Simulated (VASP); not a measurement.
# In (Im-3m) in VASP: a series of runs

Runs on In. Level: BLYP. Tasks: single point.

All numbers are computed with VASP 6.6.1; they aren't measurements. Logs are shortened: lines on timing, memory, paths and dates and some standing lists are left out, and cuts for length are marked.

### Step 1. The cell of the first run

It takes space group Im-3m (No. 229, cubic). Conventional cell: a = 3.814 Å, b = 3.814 Å, c = 3.814 Å, α = 90.00°, β = 90.00°, γ = 90.00°. Within 4.3 Å of In (site symmetry m-3m) lie 14 In at 3.30 to 3.81 Å.

### Step 2. Single point, BLYP (volume scaled by 0.88)

The input, INCAR:

```
SYSTEM = In
  AGGAC = 1.0
  AGGAX = 1.0
  ALDAC = 0.0
  ALDAX = 1.0
  ALGO = Normal
  EDIFF = 1E-7
  ENCUT = 520
  GGA = B5
  ISIF = 2
  ISMEAR = -1
  LASPH = .True.
  LCHARG = .False.
  LREAL = .False.
  LWAVE = .False.
  NBANDS = 12
  NELM = 80
  PREC = Accurate
  SIGMA = 0.1
```

The input, KPOINTS:

```
k-points
0
Gamma
  18 18 18
  0 0 0
```

The input, POSCAR:

```
In
1.0
   -1.9071130812      1.9071130812      1.9071130812
    1.9071130812     -1.9071130812      1.9071130812
    1.9071130812      1.9071130812     -1.9071130812
In
1
Direct
    0.0000000000      0.0000000000      0.0000000000
```

Potentials or basis: VASP PAW PBE potentials, release 64 (In_d).

The run is started by

```bash
cat potpaw_PBE.64/In_d/POTCAR > POTCAR
mpirun -np 1 vasp_std > vasp.out
```

OUTCAR:

```text
SYSTEM = In
   EDIFF = 1E-7
   ENCUT = 520
   GGA = B5
   ISIF = 2
   ISMEAR = -1
   LASPH = .True.
   LREAL = .False.
   NELM = 80
   PREC = Accurate

 ion  position               nearest neighbor table
   1  0.000  0.000  0.000-

  LATTYP: Found a body centered cubic cell.
 ALAT       =     3.8142261624

  Lattice vectors:

 A1 = (  -1.9071130812,   1.9071130812,   1.9071130812)
 A2 = (   1.9071130812,  -1.9071130812,   1.9071130812)
 A3 = (   1.9071130812,   1.9071130812,  -1.9071130812)

Analysis of symmetry for initial positions (statically):
=====================================================================
 Subroutine PRICEL returns:
 Original cell was already a primitive cell.

 Routine SETGRP: Setting up the symmetry group for a
 body centered cubic supercell.

 Subroutine GETGRP returns: Found 48 space group operations
 (whereof 48 operations were pure point group operations)
 out of a pool of 48 trial point group operations.

The static configuration has the point symmetry O_h .

Analysis of symmetry for dynamics (positions and initial velocities):
=====================================================================
 Subroutine PRICEL returns:
 Original cell was already a primitive cell.

 Routine SETGRP: Setting up the symmetry group for a
 body centered cubic supercell.

 Subroutine GETGRP returns: Found 48 space group operations
 (whereof 48 operations were pure point group operations)
 out of a pool of 48 trial point group operations.

The dynamic configuration has the point symmetry O_h .

 Subroutine INISYM returns: Found 48 space group operations
 (whereof 48 operations are pure point group operations),
 and found     1 'primitive' translations

----------------------------------------------------------------------------------------

                                     Primitive cell

  volume of cell :      27.7453

  direct lattice vectors                    reciprocal lattice vectors
    -1.907113081  1.907113081  1.907113081     0.000000000  0.262176378  0.262176378
     1.907113081 -1.907113081  1.907113081     0.262176378  0.000000000  0.262176378
     1.907113081  1.907113081 -1.907113081     0.262176378  0.262176378  0.000000000

  length of vectors
     3.303216752  3.303216752  3.303216752     0.370773389  0.370773389  0.370773389

  position of ions in fractional coordinates (direct lattice)
     0.000000000  0.000000000  0.000000000

  ion indices of the primitive-cell ions
   primitive index   ion index
                 1           1

----------------------------------------------------------------------------------------

 KPOINTS: k-points

Automatic generation of k-mesh.
 Grid dimensions read from file:
 generate k-points for:   18   18   18

 Generating k-lattice:

  Cartesian coordinates                     Fractional coordinates (reciprocal lattice)
     0.000000000  0.014565354  0.014565354     0.055555556  0.000000000  0.000000000
     0.014565354  0.000000000  0.014565354     0.000000000  0.055555556  0.000000000
     0.014565354  0.014565354  0.000000000     0.000000000  0.000000000  0.055555556

  Length of vectors
     0.020598522  0.020598522  0.020598522

  Shift w.r.t. Gamma in fractional coordinates (k-lattice)
     0.000000000  0.000000000  0.000000000

 Subroutine IBZKPT returns following result:
 ===========================================

 Found    195 irreducible k-points:

 Following reciprocal coordinates:
            Coordinates               Weight
  0.000000  0.000000  0.000000      1.000000
  0.055556  0.000000  0.000000     12.000000
  0.111111  0.000000  0.000000     12.000000
  0.166667  0.000000  0.000000     12.000000
  0.222222  0.000000  0.000000     12.000000
  0.277778  0.000000  0.000000     12.000000
[... 16 lines left out ...]
  0.333333  0.111111  0.000000     48.000000
  0.388889  0.111111  0.000000     48.000000
 [... further k-points ...]
   k-points           NKPTS =    195   k-points in BZ     NKDIM =    195   number of bands    NBANDS=     12
   number of dos      NEDOS =    301   number of ions     NIONS =      1
   total plane-waves  NPLWV =  21952
   dimension x,y,z NGX =    28 NGY =   28 NGZ =   28
   dimension x,y,z NGXF=    56 NGYF=   56 NGZF=   56
   ions per type =               1
   NGX,Y,Z   is equivalent  to a cutoff of  14.09, 14.09, 14.09 a.u.
   NGXF,Y,Z  is equivalent  to a cutoff of  28.18, 28.18, 28.18 a.u.
 SYSTEM =  In
   PREC   = accura    normal or accurate (medium, high low for compatibility)
   ISTART =      0    job   : 0-new  1-cont  2-samecut
   ICHARG =      2    charge: 1-file 2-atom 10-const
   ISPIN  =      1    spin polarized calculation?
   LNONCOLLINEAR =      F non collinear calculations
   LSORBIT =      F    spin-orbit coupling
   LASPH  =      T    aspherical Exc in radial PAW
   ENCUT  =  520.0 eV  38.22 Ry    6.18 a.u.   6.14  6.14  6.14*2*pi/ulx,y,z
   NELM   =     80;   NELMIN=  2; NELMDL= -5     # of ELM steps
   EDIFF  = 0.1E-06   stopping-criterion for ELM
   LREAL  =      F    real-space projection
   EDIFFG = 0.1E-05   stopping-criterion for IOM
   NSW    =      0    number of steps for IOM
   IBRION =     -1    ionic relax: 0-MD 1-quasi-New 2-CG
   NFREE  =      0    steps in history (QN), initial steepest desc. (CG)
   ISIF   =      2    stress and relaxation
   ISYM   =      2    0-nonsym 1-usesym 2-fastsym
   POTIM  = 0.5000    time-step for ionic-motion
   TEBEG  =    0.0;   TEEND  =   0.0 temperature during run
   PSTRESS=    0.0 pullay stress
   NELECT =      13.0000    total number of electrons
   NUPDOWN=      -1.0000    fix difference up-down
   EMIN   =  10.00;   EMAX   =-10.00  energy-range for DOS
   EFERMI =   0.00;   METHOD = LEGACY
   ISMEAR =    -1;   SIGMA  =   0.10  broadening in eV -4-tet -1-fermi 0-gaus
   EFERMI_NEDOS =   21; number of points for ismear=-14 and -15
   IALGO  =     38    algorithm
   IMIX   =      4    mixing-type and parameters
     AMIX     =   0.40;   BMIX     =  1.00
     AMIX_MAG =   1.60;   BMIX_MAG =  1.00
  volume/ion in A,a.u.               =      27.75       187.23
  Fermi-wavevector in a.u.,A,eV,Ry     =   1.271529  2.402841 21.997699  1.616785
  Thomas-Fermi vector in A             =   2.404457
   LORBIT       =      0    0 simple, 1 ext, 2 COOP (PROOUT), +10 PAW based schemes
   GGA     = B5    functional components
   LHFCALC =     F    Hartree Fock is set to
   AEXX    =    0.0000 exact exchange contribution
   IVDW    =     0    specifies the selected vdW correction
   LEPSILON=     F    determine dielectric tensor
   LRPA    =     F    only Hartree local field effects (RPA)
 non-spin polarized calculation
  energy-cutoff  :      520.00
  volume of cell :       27.75
 maximum number of plane-waves:       767
 NGX is ok and might be reduce to    28
   NGX = 13   NGY = 13   NGZ = 13

 number of electron      13.0000003 magnetization

 Free energy of the ion-electron system (eV)
  ---------------------------------------------------
  ext. energy  EPLUGINS =         0.00000000
  ---------------------------------------------------
  free energy    TOTEN  =        -1.83034805 eV

  energy without entropy =       -1.81492775  energy(sigma->0) =       -1.82263790

 E-fermi :   7.3443     XC(G=0):  -9.3950

 val. band max:        7.3373001176   @ k =  -0.2778   0.5000   0.0556
 cond. band min:       7.3579942940   @ k =  -0.3889   0.4444   0.2222
 fundamental gap:      0.0206941764
 Fermi energy:         7.3442698195

 k-point     1 :       0.0000    0.0000    0.0000
  band No.  band energies     occupation
      1      -7.3413      2.00000
      2      -7.3413      2.00000
      3      -7.3413      2.00000
      4      -7.0990      2.00000
      5      -7.0990      2.00000
      6      -1.8007      2.00000
      7      17.5179      0.00000
      8      17.5179      0.00000
      9      17.5179      0.00000
     10      20.4830      0.00000
     11      20.4830      0.00000
     12      20.4830      0.00000

 k-point     2 :       0.0556    0.0000    0.0000
  band No.  band energies     occupation
      1      -7.3441      2.00000
      2      -7.3382      2.00000
      3      -7.3299      2.00000
      4      -7.1020      2.00000
      5      -7.0990      2.00000
      6      -1.7328      2.00000
      7      16.8775      0.00000
      8      17.2091      0.00000
      9      17.3979      0.00000
     10      19.8402      0.00000
     11      20.1174      0.00000
     12      20.3605      0.00000

 k-point     3 :       0.1111    0.0000    0.0000
  band No.  band energies     occupation
      1      -7.3522      2.00000
      2      -7.3305      2.00000
      3      -7.2973      2.00000
      4      -7.1104      2.00000
      5      -7.0995      2.00000
      6      -1.5283      2.00000
      7      15.3588      0.00000
      8      16.5019      0.00000
      9      17.0482      0.00000
     10      19.1620      0.00000
     11      19.5137      0.00000
     12      20.2722      0.00000
[... 286 lines left out ...]
 k-point    23 :       0.3333    0.1111    0.0000
  band No.  band energies     occupation
      1      -7.4075      2.00000
      2      -7.3294      2.00000
      3      -7.1267      2.00000
      4      -7.1099      2.00000
      5      -7.0110      2.00000
      6       1.7807      2.00000
      7       6.9336      1.96762
      8      11.7104      0.00000
      9      14.0218      0.00000
     10      17.9977      0.00000
     11      19.7612      0.00000
     12      21.7639      0.00000

 k-point    24 :       0.3889    0.1111    0.0000
  band No.  band energies     occupation
      1      -7.4146      2.00000
      2      -7.3369      2.00000
      3      -7.1189      2.00000
      4      -7.1113      2.00000
      5      -6.9821      2.00000
      6       2.7604      2.00000
      7       5.5731      2.00000
      8      11.4688      0.00000
      9      13.8267      0.00000
     10      17.8742      0.00000
     11      19.6623      0.00000
     12      22.5427      0.00000

 [... further k-points ...]
[... 5 lines left out ...]
  --------------------------------------------------------------------------------------
  -------------------------------------------------------------------------------------
  Total        0.6539713      0.6539713      0.6539713      0.0000000     -0.0000000      0.0000000
  in kB       37.7641702     37.7641702     37.7641702      0.0000000     -0.0000000      0.0000000
  external PRESSURE =      37.7641702 kB  Pullay stress =       0.0000000 kB

 VOLUME and BASIS-vectors are now :
 -----------------------------------------------------------------------------
  energy-cutoff  :      520.00
  volume of cell :       27.75
      direct lattice vectors                 reciprocal lattice vectors
    -1.907113081  1.907113081  1.907113081     0.000000000  0.262176378  0.262176378
     1.907113081 -1.907113081  1.907113081     0.262176378  0.000000000  0.262176378
     1.907113081  1.907113081 -1.907113081     0.262176378  0.262176378  0.000000000

 POSITION                                       TOTAL-FORCE (eV/Angst)
 -----------------------------------------------------------------------------------
      0.00000      0.00000      0.00000        -0.000000     -0.000000      0.000000
 -----------------------------------------------------------------------------------
    total drift:                               -0.000000     -0.000000     -0.000000

  FREE ENERGIE OF THE ION-ELECTRON SYSTEM (eV)
  ---------------------------------------------------
  free  energy   TOTEN  =        -1.8303480489 eV

  energy  without entropy=       -1.8149277489  energy(sigma->0) =       -1.82263790
```

It took 82 s on 1 thread of Intel Xeon Platinum 8375C at 2.90GHz (Ice Lake), shared host; peak memory 0.2 GiB.

What came out:

* Free energy: -1.8303 eV
* Pressure: 3.8 GPa

Levels at points of the mesh, in eV from the Fermi level:
| k point | band 3 | band 4 | band 5 | band 6 | band 7 | band 8 | band 9 | band 10 |
| --- | --- | --- | --- | --- | --- | --- | --- | --- |
| (0.00, 0.00, 0.00) | -14.69 | -14.44 | -14.44 | -9.14 | 10.17 | 10.17 | 10.17 | 13.14 |
| (0.50, 0.00, 0.00) | -14.46 | -14.45 | -14.29 | -4.04 | -2.84 | 5.48 | 7.14 | 9.96 |
| (0.50, 0.50, 0.50) | -14.33 | -14.33 | -14.33 | 0.33 | 1.23 | 1.23 | 1.23 | 5.55 |

Caveat: the PAW data sets were made with another functional, which shifts forces and pressure a little; spin-orbit coupling is left out, which moves the levels of the heavy elements.

### Step 3. Single point, BLYP (volume scaled by 0.92)

The input, INCAR:

```
AGGAC = 1.0
AGGAX = 1.0
ALDAC = 0.0
ALDAX = 1.0
ALGO = Normal
EDIFF = 1E-6
ENCUT = 520
GGA = B5
ISIF = 2
ISMEAR = -1
LASPH = True
LCHARG = False
LREAL = False
LWAVE = False
NBANDS = 12
NELM = 80
PREC = Accurate
SIGMA = 0.1
```

The input, KPOINTS:

```
k-points
0
Gamma
  18 18 18
```

The input, POSCAR:

```
In
1.0
   -1.9355816526      1.9355816526      1.9355816526
    1.9355816526     -1.9355816526      1.9355816526
    1.9355816526      1.9355816526     -1.9355816526
In
1
Direct
    0.0000000000      0.0000000000      0.0000000000
```

Potentials or basis: VASP PAW PBE potentials, release 64 (In_d).

The run is started by

```bash
cat potpaw_PBE.64/In_d/POTCAR > POTCAR
mpirun -np 1 vasp_std > vasp.out
```

Run time: 93 s. Hardware: 1 thread of Intel Xeon Platinum 8375C at 2.90GHz (Ice Lake), shared host; peak memory 0.2 GiB.

The run converged. Its results:

| Quantity | Value |
| --- | --- |
| Free energy | -1.8543 eV |
| Pressure | 2.1 GPa |

Levels at points of the mesh, in eV from the Fermi level:
| k point | band 3 | band 4 | band 5 | band 6 | band 7 | band 8 | band 9 | band 10 |
| --- | --- | --- | --- | --- | --- | --- | --- | --- |
| (0.00, 0.00, 0.00) | -14.64 | -14.42 | -14.42 | -8.86 | 9.72 | 9.72 | 9.72 | 13.00 |
| (0.50, 0.00, 0.00) | -14.44 | -14.43 | -14.29 | -4.04 | -2.67 | 5.29 | 6.95 | 9.64 |
| (0.50, 0.50, 0.50) | -14.32 | -14.32 | -14.32 | 0.03 | 1.23 | 1.23 | 1.23 | 5.48 |

Caveat: the PAW data sets were made with another functional, which shifts forces and pressure a little; spin-orbit coupling is left out, which moves the levels of the heavy elements.
